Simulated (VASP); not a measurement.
A run of VASP 6.6.1 is set up as follows.

The input POSCAR:

```
Al
1.0
    0.0000000000      2.3365142344      1.5187342523
    2.3365142344      0.0000000000      1.5187342523
    2.3365142344      2.3365142344      0.0000000000
Al
1
Direct
    0.0000000000      0.0000000000      0.0000000000
```

The input INCAR.step1:

```
SYSTEM = Al
ALGO = Normal
EDIFF = 1E-4
ENCUT = 520
GGA = PE
ISMEAR = 0
LASPH = .TRUE.
LCHARG = .FALSE.
LREAL = .FALSE.
LWAVE = .TRUE.
NBANDS = 8
NELM = 60
PREC = Accurate
SIGMA = 0.15
```

The input INCAR.step2:

```
SYSTEM = Al
ALGO = Normal
EDIFF = 1E-6
ENCUT = 520
ISIF = 2
ISMEAR = 0
ISTART = 1
LASPH = .TRUE.
LCHARG = .FALSE.
LMIXTAU = .TRUE.
LREAL = .FALSE.
LWAVE = .FALSE.
METAGGA = R2SCAN
NBANDS = 8
NELM = 60
PREC = Accurate
SIGMA = 0.15
```

File KPOINTS:

```
k-points
0
G
  22 22 22
  0 0 0
```

Potentials or basis: VASP PAW PBE potentials, release 64 (Al).

Launch:

```console
$ cat potpaw_PBE.64/Al/POTCAR > POTCAR
$ cp INCAR.step1 INCAR
$ mpirun -np 1 vasp_std > vasp.out
$ cp INCAR.step2 INCAR
$ mpirun -np 1 vasp_std > vasp.out
```

Problem. Estimate the pressure.

Solution. -2.1 GPa.

Stress tensor (GPa, compression positive):
```
-1.37  0.00  0.00
 0.00 -1.37  0.00
 0.00  0.00 -3.52
```

Caveat: the PAW data sets were made with another functional, which shifts forces and pressure a little.
